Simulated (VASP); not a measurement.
# TiO2 in VASP: further runs

The runs below take TiO2 through single point, with PBE.

All numbers are computed with VASP 6.6.1; they aren't measurements. Logs are shortened: lines on timing, memory, paths and dates and some standing lists are left out, and cuts for length are marked.

## (1) The cell of the first run

It takes space group I4/mmm (No. 139, tetragonal). The conventional cell has a = 3.390 Å, b = 3.390 Å, c = 5.054 Å, α = 90.00°, β = 90.00°, γ = 90.00°. Ti (site symmetry 4/mmm) has 8 O at 2.11 Å within 2.8 Å. O (site symmetry -4m2) has 4 Ti at 2.11 Å and 6 O at 2.40 to 2.53 Å within 2.8 Å.

## (2) Single point, PBE (uniaxial z strain +5.4%)

Input file INCAR:

```
  PREC = Accurate
  ENCUT = 520
  EDIFF = 1E-6
  ISMEAR = -1
  SIGMA = 0.02
  LREAL = False
  LASPH = True
  NELM = 100
  ALGO = Normal
  ISIF = 2
  LWAVE = False
  LCHARG = False
  GGA = PE
  NBANDS = 19
```

Input file KPOINTS:

```
regular mesh
0
Gamma
  10 10 10
```

Input file POSCAR:

```
TiO2
1.0
    0.0000000000      2.3968272579      2.5269749780
    2.3968272579      0.0000000000      2.5269749780
    2.3968272579      2.3968272579      0.0000000000
Ti O
1 2
Direct
    0.0000000000      0.0000000000      0.0000000000
    0.2500000000      0.2500000000      0.2500000000
    0.7500000000      0.7500000000      0.7500000000
```

Potentials or basis: VASP PAW PBE potentials, release 64 (Ti_sv, O).

Command:

```console
> cat potpaw_PBE.64/Ti_sv/POTCAR potpaw_PBE.64/O/POTCAR > POTCAR
> mpirun -np 1 vasp_std > vasp.out
```

OUTCAR:

```text
PREC = Accurate
   ENCUT = 520
   EDIFF = 1E-6
   ISMEAR = -1
   LREAL = False
   LASPH = True
   NELM = 100
   ISIF = 2
   GGA = PE

 ion  position               nearest neighbor table
   1  0.000  0.000  0.000-   3 2.11   3 2.11   3 2.11   2 2.11   3 2.11   2 2.11   2 2.11   2 2.11

   2  0.250  0.250  0.250-   1 2.11   1 2.11   1 2.11   1 2.11
   3  0.750  0.750  0.750-   1 2.11   1 2.11   1 2.11   1 2.11

  LATTYP: Found a body centered tetragonal cell.
 ALAT       =     3.3896256148
 C/A-ratio  =     1.4910053588

  Lattice vectors:

 A1 = (  -2.3968272579,   0.0000000000,   2.5269749780)
 A2 = (   2.3968272579,   0.0000000000,   2.5269749780)
 A3 = (   0.0000000000,   2.3968272579,  -2.5269749780)

Analysis of symmetry for initial positions (statically):
=====================================================================
 Subroutine PRICEL returns:
 Original cell was already a primitive cell.

 Routine SETGRP: Setting up the symmetry group for a
 body centered tetragonal supercell.

 Subroutine GETGRP returns: Found 16 space group operations
 (whereof 16 operations were pure point group operations)
 out of a pool of 16 trial point group operations.

The static configuration has the point symmetry D_4h.

Analysis of symmetry for dynamics (positions and initial velocities):
=====================================================================
 Subroutine PRICEL returns:
 Original cell was already a primitive cell.

 Routine SETGRP: Setting up the symmetry group for a
 body centered tetragonal supercell.

 Subroutine GETGRP returns: Found 16 space group operations
 (whereof 16 operations were pure point group operations)
 out of a pool of 16 trial point group operations.

The dynamic configuration has the point symmetry D_4h.

 Subroutine INISYM returns: Found 16 space group operations
 (whereof 16 operations are pure point group operations),
 and found     1 'primitive' translations

----------------------------------------------------------------------------------------

                                     Primitive cell

  volume of cell :      29.0338

  direct lattice vectors                    reciprocal lattice vectors
     0.000000000  2.396827258  2.526974978    -0.208609110  0.208609110  0.197865038
     2.396827258  0.000000000  2.526974978     0.208609110 -0.208609110  0.197865038
     2.396827258  2.396827258  0.000000000     0.208609110  0.208609110 -0.197865038

  length of vectors
     3.482870001  3.482870001  3.389625615     0.355226821  0.355226821  0.355226821

  position of ions in fractional coordinates (direct lattice)
     0.000000000  0.000000000  0.000000000
     0.250000000  0.250000000  0.250000000
     0.750000000  0.750000000  0.750000000

  ion indices of the primitive-cell ions
   primitive index   ion index
                 1           1
                 2           2
                 3           3

----------------------------------------------------------------------------------------

 KPOINTS: regular mesh

Automatic generation of k-mesh.
 Grid dimensions read from file:
 generate k-points for:   10   10   10

 Generating k-lattice:

  Cartesian coordinates                     Fractional coordinates (reciprocal lattice)
    -0.020860911  0.020860911  0.019786504     0.100000000  0.000000000  0.000000000
     0.020860911 -0.020860911  0.019786504     0.000000000  0.100000000  0.000000000
     0.020860911  0.020860911 -0.019786504    -0.000000000 -0.000000000  0.100000000

  Length of vectors
     0.035522682  0.035522682  0.035522682

  Shift w.r.t. Gamma in fractional coordinates (k-lattice)
     0.000000000  0.000000000  0.000000000

 Subroutine IBZKPT returns following result:
 ===========================================

 Found    102 irreducible k-points:

 Following reciprocal coordinates:
            Coordinates               Weight
  0.000000  0.000000  0.000000      1.000000
  0.100000 -0.000000  0.000000      8.000000
  0.200000 -0.000000  0.000000      8.000000
  0.300000  0.000000  0.000000      8.000000
  0.400000 -0.000000  0.000000      8.000000
  0.500000 -0.000000  0.000000      4.000000
[... 16 lines left out ...]
  0.300000  0.300000  0.000000      2.000000
  0.400000  0.300000  0.000000      8.000000
 [... further k-points ...]
   k-points           NKPTS =    102   k-points in BZ     NKDIM =    102   number of bands    NBANDS=     19
   number of dos      NEDOS =    301   number of ions     NIONS =      3
   total plane-waves  NPLWV =  21952
   dimension x,y,z NGX =    28 NGY =   28 NGZ =   28
   dimension x,y,z NGXF=    56 NGYF=   56 NGZF=   56
   ions per type =               1   2
   NGX,Y,Z   is equivalent  to a cutoff of  13.37, 13.37, 13.73 a.u.
   NGXF,Y,Z  is equivalent  to a cutoff of  26.73, 26.73, 27.47 a.u.
 SYSTEM =  unknown system
   PREC   = accura    normal or accurate (medium, high low for compatibility)
   ISTART =      0    job   : 0-new  1-cont  2-samecut
   ICHARG =      2    charge: 1-file 2-atom 10-const
   ISPIN  =      1    spin polarized calculation?
   LNONCOLLINEAR =      F non collinear calculations
   LSORBIT =      F    spin-orbit coupling
   LASPH  =      T    aspherical Exc in radial PAW
   ENCUT  =  520.0 eV  38.22 Ry    6.18 a.u.   6.48  6.48  6.30*2*pi/ulx,y,z
   NELM   =    100;   NELMIN=  2; NELMDL= -5     # of ELM steps
   EDIFF  = 0.1E-05   stopping-criterion for ELM
   LREAL  =      F    real-space projection
   EDIFFG = 0.1E-04   stopping-criterion for IOM
   NSW    =      0    number of steps for IOM
   IBRION =     -1    ionic relax: 0-MD 1-quasi-New 2-CG
   NFREE  =      0    steps in history (QN), initial steepest desc. (CG)
   ISIF   =      2    stress and relaxation
   ISYM   =      2    0-nonsym 1-usesym 2-fastsym
   POTIM  = 0.5000    time-step for ionic-motion
   TEBEG  =    0.0;   TEEND  =   0.0 temperature during run
   PSTRESS=    0.0 pullay stress
   NELECT =      24.0000    total number of electrons
   NUPDOWN=      -1.0000    fix difference up-down
   EMIN   =  10.00;   EMAX   =-10.00  energy-range for DOS
   EFERMI =   0.00;   METHOD = LEGACY
   ISMEAR =    -1;   SIGMA  =   0.02  broadening in eV -4-tet -1-fermi 0-gaus
   EFERMI_NEDOS =   21; number of points for ismear=-14 and -15
   IALGO  =     38    algorithm
   IMIX   =      4    mixing-type and parameters
     AMIX     =   0.40;   BMIX     =  1.00
     AMIX_MAG =   1.60;   BMIX_MAG =  1.00
  volume/ion in A,a.u.               =       9.68        65.31
  Fermi-wavevector in a.u.,A,eV,Ry     =   1.536422  2.903416 32.117801  2.360592
  Thomas-Fermi vector in A             =   2.643073
   LORBIT       =      0    0 simple, 1 ext, 2 COOP (PROOUT), +10 PAW based schemes
   GGA     = PE    functional components
   LHFCALC =     F    Hartree Fock is set to
   AEXX    =    0.0000 exact exchange contribution
   IVDW    =     0    specifies the selected vdW correction
   LEPSILON=     F    determine dielectric tensor
   LRPA    =     F    only Hartree local field effects (RPA)
 non-spin polarized calculation
  energy-cutoff  :      520.00
  volume of cell :       29.03
 maximum number of plane-waves:       799
 NGX is ok and might be reduce to    28
   NGX = 13   NGY = 13   NGZ = 13

 number of electron      24.0000001 magnetization

 Free energy of the ion-electron system (eV)
  ---------------------------------------------------
  ext. energy  EPLUGINS =         0.00000000
  ---------------------------------------------------
  free energy    TOTEN  =       -25.93584574 eV

  energy without entropy =      -25.93584574  energy(sigma->0) =      -25.93584574

 E-fermi :   7.3363     XC(G=0): -11.9503

 val. band max:        6.9474039222   @ k =   0.5000   0.0000   0.5000
 cond. band min:       7.6806854759   @ k =   0.0000   0.0000   0.0000
 fundamental gap:      0.7332815537
 Fermi energy:         7.3362503920

 k-point     1 :       0.0000    0.0000    0.0000
  band No.  band energies     occupation
      1     -51.1252      2.00000
      2     -27.2144      2.00000
      3     -27.2144      2.00000
      4     -27.1996      2.00000
      5     -12.6182      2.00000
      6      -9.0741      2.00000
[... 11 lines left out ...]
     18      13.9718      0.00000
     19      20.4752      0.00000

 k-point     2 :       0.1000   -0.0000    0.0000
  band No.  band energies     occupation
      1     -51.1235      2.00000
      2     -27.2315      2.00000
      3     -27.2163      2.00000
      4     -27.2050      2.00000
      5     -12.5093      2.00000
      6      -9.2009      2.00000
[... 11 lines left out ...]
     18      14.3277      0.00000
     19      20.4865      0.00000

 k-point     3 :       0.2000   -0.0000    0.0000
  band No.  band energies     occupation
      1     -51.1191      2.00000
      2     -27.2812      2.00000
      3     -27.2212      2.00000
      4     -27.2134      2.00000
      5     -12.2094      2.00000
      6      -9.5230      2.00000
[... 11 lines left out ...]
     18      15.2403      0.00000
     19      20.2398      0.00000

 k-point     4 :       0.3000    0.0000    0.0000
  band No.  band energies     occupation
      1     -51.1136      2.00000
      2     -27.3426      2.00000
      3     -27.2272      2.00000
      4     -27.2227      2.00000
      5     -11.7925      2.00000
      6      -9.9235      2.00000
[... 11 lines left out ...]
     18      16.1883      0.00000
     19      20.1302      0.00000

 k-point     5 :       0.4000   -0.0000    0.0000
  band No.  band energies     occupation
      1     -51.1092      2.00000
      2     -27.3916      2.00000
      3     -27.2321      2.00000
      4     -27.2301      2.00000
      5     -11.3654      2.00000
      6     -10.3049      2.00000
[... 11 lines left out ...]
     18      16.6508      0.00000
     19      20.3869      0.00000
[... 334 lines left out ...]
      2     -27.3709      2.00000
      3     -27.2729      2.00000
      4     -27.2340      2.00000
      5     -11.1856      2.00000
      6     -10.4273      2.00000
[... 11 lines left out ...]
     18      17.0055      0.00000
     19      20.5648      0.00000

 k-point    22 :      -0.2000    0.2000    0.0000
  band No.  band energies     occupation
      1     -51.1115      2.00000
      2     -27.3453      2.00000
      3     -27.2491      2.00000
      4     -27.2265      2.00000
      5     -11.5963      2.00000
      6     -10.1051      2.00000
[... 11 lines left out ...]
     18      16.4143      0.00000
     19      20.2228      0.00000

 k-point    23 :       0.3000    0.3000    0.0000
  band No.  band energies     occupation
      1     -51.1114      2.00000
      2     -27.3392      2.00000
      3     -27.2485      2.00000
      4     -27.2485      2.00000
      5     -11.6491      2.00000
      6      -9.8924      2.00000
[... 11 lines left out ...]
     18      16.5456      0.00000
     19      20.1692      0.00000

 k-point    24 :       0.4000    0.3000    0.0000
  band No.  band energies     occupation
      1     -51.1081      2.00000
      2     -27.3663      2.00000
      3     -27.2630      2.00000
      4     -27.2544      2.00000
      5     -11.3818      2.00000
      6     -10.0787      2.00000
[... 11 lines left out ...]
     18      17.2381      0.00000
     19      20.4219      0.00000

 [... further k-points ...]
[... 5 lines left out ...]
  --------------------------------------------------------------------------------------
  -------------------------------------------------------------------------------------
  Total        0.4813551      0.4813551     -4.2461929      0.0000000      0.0000000     -0.0000000
  in kB       26.5626732     26.5626732   -234.3181323      0.0000000      0.0000000     -0.0000000
  external PRESSURE =     -60.3975953 kB  Pullay stress =       0.0000000 kB

 VOLUME and BASIS-vectors are now :
 -----------------------------------------------------------------------------
  energy-cutoff  :      520.00
  volume of cell :       29.03
      direct lattice vectors                 reciprocal lattice vectors
     0.000000000  2.396827258  2.526974978    -0.208609110  0.208609110  0.197865038
     2.396827258  0.000000000  2.526974978     0.208609110 -0.208609110  0.197865038
     2.396827258  2.396827258  0.000000000     0.208609110  0.208609110 -0.197865038

 POSITION                                       TOTAL-FORCE (eV/Angst)
 -----------------------------------------------------------------------------------
      0.00000      0.00000      0.00000        -0.000000     -0.000000      0.000000
      1.19841      1.19841      1.26349         0.000000     -0.000000      0.000000
      3.59524      3.59524      3.79046         0.000000      0.000000     -0.000000
 -----------------------------------------------------------------------------------
    total drift:                                0.000000     -0.000000      0.000000

  FREE ENERGIE OF THE ION-ELECTRON SYSTEM (eV)
  ---------------------------------------------------
  free  energy   TOTEN  =       -25.9358457450 eV

  energy  without entropy=      -25.9358457449  energy(sigma->0) =      -25.93584574
```

Wall time 74 s (1 thread of Intel Xeon Platinum 8375C at 2.90GHz (Ice Lake), shared host); peak memory 0.19 GiB.

What came out:

```
Free energy            : -25.9358 eV
Pressure               : -6.0 GPa
Band gap on the k mesh : 0.73 eV, indirect (least direct gap 1.31 eV)
```

Stress tensor (GPa, compression positive):
```
  2.66   0.00   0.00
  0.00   2.66   0.00
  0.00   0.00 -23.43
```

Caveat: the cell differs from its parent crystal (uniaxial z strain +5.4%).

## (3) Single point, PBE (epitaxial 111 strain +0.3%)

Input file INCAR:

```
PREC = Accurate ; ENCUT = 520
EDIFF = 1E-6 ; ISMEAR = -1
SIGMA = 0.02 ; LREAL = F
LASPH = T ; NELM = 60
ALGO = Normal ; ISIF = 2
LWAVE = F ; LCHARG = F
GGA = PE ; NBANDS = 19
```

Input file KPOINTS:

```
Automatic mesh
0
Gamma
  10 10 10
```

Input file POSCAR:

```
TiO2
1.0
   -0.0120941615      2.3919235782      2.3919235782
    2.3919235782     -0.0120941615      2.3919235782
    2.3919235782      2.3919235782     -0.0120941615
Ti O
1 2
Direct
    0.0000000000      0.0000000000      0.0000000000
    0.2502915068      0.2502915068      0.2502915068
    0.7497084932      0.7497084932      0.7497084932
```

Potentials or basis: VASP PAW PBE potentials, release 64 (Ti_sv, O).

Command:

```console
> cat potpaw_PBE.64/Ti_sv/POTCAR potpaw_PBE.64/O/POTCAR > POTCAR
> mpirun -np 1 vasp_std > vasp.out
```

OUTCAR:

```text
PREC = Accurate
   ENCUT = 520
   EDIFF = 1E-6
   ISMEAR = -1
   LREAL = F
   LASPH = T
   NELM = 60
   ISIF = 2
   GGA = PE

 ion  position               nearest neighbor table
   1  0.000  0.000  0.000-   2 2.07   3 2.07   3 2.08   3 2.08   3 2.08   2 2.08   2 2.08   2 2.08

   2  0.250  0.250  0.250-   1 2.07   1 2.08   1 2.08   1 2.08
   3  0.750  0.750  0.750-   1 2.07   1 2.08   1 2.08   1 2.08

  LATTYP: Found a trigonal (rhomboedric) cell.
 ALAT       =     3.3827123846
 COS(alpha) =     0.4949374242

  Lattice vectors:

 A1 = (  -0.0120941615,   2.3919235782,   2.3919235782)
 A2 = (   2.3919235782,  -0.0120941615,   2.3919235782)
 A3 = (   2.3919235782,   2.3919235782,  -0.0120941615)

Analysis of symmetry for initial positions (statically):
=====================================================================
 Subroutine PRICEL returns:
 Original cell was already a primitive cell.

 Routine SETGRP: Setting up the symmetry group for a
 trigonal (rhombohedral) supercell.

 Subroutine GETGRP returns: Found 12 space group operations
[... 159 lines left out ...]
 Free energy of the ion-electron system (eV)
  ---------------------------------------------------
  ext. energy  EPLUGINS =         0.00000000
  ---------------------------------------------------
  free energy    TOTEN  =       -26.01861803 eV

  energy without entropy =      -26.01861803  energy(sigma->0) =      -26.01861803

 E-fermi :   7.8667     XC(G=0): -12.2355

 val. band max:        7.3780995766   @ k =   0.5000   0.5000   0.0000
 cond. band min:       8.5042008992   @ k =   0.0000   0.0000   0.0000
 fundamental gap:      1.1261013226
 Fermi energy:         7.8666738148

 k-point     1 :       0.0000    0.0000    0.0000
  band No.  band energies     occupation
      1     -50.3831      2.00000
      2     -26.4702      2.00000
      3     -26.4691      2.00000
      4     -26.4691      2.00000
      5     -12.3352      2.00000
      6      -8.5111      2.00000
[... 505 lines left out ...]
      6      -9.8311      2.00000
[... 11 lines left out ...]
     18      17.9585      0.00000
     19      21.6079      0.00000

 [... further k-points ...]
[... 5 lines left out ...]
  --------------------------------------------------------------------------------------
  -------------------------------------------------------------------------------------
  Total        1.0975345      1.0975345      1.0975345      0.0308524      0.0308524      0.0308524
  in kB       63.7639906     63.7639906     63.7639906      1.7924440      1.7924440      1.7924440
  external PRESSURE =      63.7639906 kB  Pullay stress =       0.0000000 kB

 VOLUME and BASIS-vectors are now :
 -----------------------------------------------------------------------------
  energy-cutoff  :      520.00
  volume of cell :       27.58
      direct lattice vectors                 reciprocal lattice vectors
    -0.012094162  2.391923578  2.391923578    -0.207458009  0.208512299  0.208512299
     2.391923578 -0.012094162  2.391923578     0.208512299 -0.207458009  0.208512299
     2.391923578  2.391923578 -0.012094162     0.208512299  0.208512299 -0.207458009

 POSITION                                       TOTAL-FORCE (eV/Angst)
 -----------------------------------------------------------------------------------
      0.00000      0.00000      0.00000        -0.000000      0.000000     -0.000000
      1.19433      1.19433      1.19433         0.004296      0.004296      0.004296
      3.57742      3.57742      3.57742        -0.004296     -0.004296     -0.004296
 -----------------------------------------------------------------------------------
    total drift:                                0.000000     -0.000000      0.000000

  FREE ENERGIE OF THE ION-ELECTRON SYSTEM (eV)
  ---------------------------------------------------
  free  energy   TOTEN  =       -26.0186180279 eV

  energy  without entropy=      -26.0186180279  energy(sigma->0) =      -26.01861803
```

stdout:

```text
POSCAR found type information on POSCAR TiO
 POSCAR found :  2 types and       3 ions
 scaLAPACK will be used
 LDA part: xc-table for (Slater+PW92), standard interpolation
 POSCAR, INCAR and KPOINTS ok, starting setup
 FFT: planning ... GRIDC
 FFT: planning ... GRID_SOFT
 FFT: planning ... GRID
 WAVECAR not read
 entering main loop
```

Run time: 81 s. Hardware: 1 thread of Intel Xeon Platinum 8375C at 2.90GHz (Ice Lake), shared host; peak memory 0.2 GiB.

Results:

```yaml
Free_energy: -26.0186 eV
Pressure: 6.4 GPa
Largest_force: 0.007 eV/Å
Band_gap_on_the_k_mesh: 1.13 eV, indirect (least direct gap 1.83 eV)
```

Forces on the atoms (eV/Å):
```
Ti   0.000  0.000  0.000
O    0.004  0.004  0.004
O   -0.004 -0.004 -0.004
```

Stress tensor (GPa, compression positive):
```
6.38 0.18 0.18
0.18 6.38 0.18
0.18 0.18 6.38
```

Caveat: the cell differs from its parent crystal (epitaxial 111 strain +0.3%).
